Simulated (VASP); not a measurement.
Crystal: GaP.

```
Ga P
1.0
     0.00000    2.75300    2.75300
     2.75300    0.00000    2.75300
     2.75300    2.75300    0.00000
Ga P
1 1
Direct
  0.00000 0.00000 0.00000
  0.25000 0.25000 0.25000
```

| Item | Value |
| --- | --- |
| Program | VASP 6.6.1 |
| Task | relaxation of cell and atoms |
| Functional | PBEsol |
| Potentials or basis | VASP PAW PBE potentials, release 64 (Ga_d, P) |
| Cutoff | 600 eV |
| k mesh | 8 × 8 × 8 |
| Occupations | fermi-dirac, width 0.02 eV |
| Spin | no spin polarisation |

At the start: pressure -3.0 GPa; volume 20.87 Å³/atom.

Q: How do energy, volume and symmetry change on relaxing?

A: Over 8 steps the energy falls by 7.4 meV/atom and the volume is 20.09 Å³/atom (-3.7 %); space group F-43m (No. 216, to 0.05 Å).

The path:
```csv
step,energy change (eV),largest force (eV/Å),pressure (GPa),volume (Å³)
1,0.0000,0.0000,-2.97,41.73
2,-0.0111,0.0000,1.64,39.44
3,-0.0148,0.0000,-0.05,40.18
4,-0.0148,0.0000,0.10,40.15
5,-0.0148,0.0000,-0.09,40.22
6,-0.0148,0.0000,0.04,40.18
7,-0.0148,0.0000,-0.06,40.19
8,-0.0148,0.0000,0.02,40.18
```

Final structure:
```yaml
crystal:
  lattice:
    - [0.00000, 2.71850, 2.71850]
    - [2.71850, 0.00000, 2.71850]
    - [2.71850, 2.71850, 0.00000]
  atoms:
    - { symbol: Ga, position: [0.00000, 0.00000, 0.00000] }
    - { symbol: P, position: [0.25000, 0.25000, 0.25000] }
```

Caveat: the PAW data sets were made with another functional, which shifts forces and pressure a little.
